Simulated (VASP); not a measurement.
Wanted: the native input for a VASP 6.6.1 run.

* Task: single point
* Functional: PBE
* Potentials or basis: VASP PAW PBE potentials, release 64 (Li_sv, Rh_pv)
* Cutoff: 520 eV
* k mesh: 6 × 6 × 4
* Occupations: gaussian, width 0.1 eV
* Spin: collinear spin, ferromagnetic start
* Starting moments: [0.0, 1.0, 1.0] μB
* Dipole correction: no
* Further INCAR settings: ALGO = Normal; EDIFF = 1e-07; NBANDS = 28

The structure of LiRh2 lies in POSCAR:

```
LiRh2
1.0
    2.6991055984      0.0000000000      0.0000000000
   -1.3495527992      2.3374940157      0.0000000000
    0.0000000000      0.0000000000      6.6426383741
Li Rh
1 2
Direct
    0.0000000000      0.0000000000      0.5000000000
    0.3333333333      0.6666666667      0.8369800355
    0.6666666667      0.3333333333      0.1630199645
```

The cell was generated, and may not be a known phase.

These files were run (other wordings do the same):

INCAR

```
  PREC = Accurate
  ENCUT = 520
  EDIFF = 1E-7
  ISMEAR = 0
  SIGMA = 0.1
  LREAL = F
  LASPH = T
  NELM = 150
  ALGO = Normal
  ISIF = 2
  LWAVE = F
  LCHARG = T
  ISPIN = 2
  MAGMOM = 0 1 1
  LORBIT = 11
  LMAXMIX = 4
  GGA = PE
  LELF = T
  LVHAR = T
  NBANDS = 28
```

KPOINTS

```
regular mesh
0
Gamma
  6 6 4
```

Potentials or basis: VASP PAW PBE potentials, release 64 (Li_sv, Rh_pv).

Command:

```sh
$ cat potpaw_PBE.64/Li_sv/POTCAR potpaw_PBE.64/Rh_pv/POTCAR > POTCAR
$ mpirun -np 1 vasp_std > vasp.out
```

It gave:

```yaml
Largest_force: 0.007 eV/Å
Net_moment: 0.00 μB per cell
Valence_electrons_inside_the_program's_atomic_spheres: Li 2.11; Rh 13.75
```

Caveat: the k points lie up to 0.45 Å⁻¹ apart.

It took 63 s on 1 thread of Oxide Virtual Turin-like Processor, on a shared host, peak memory 0.16 GiB.
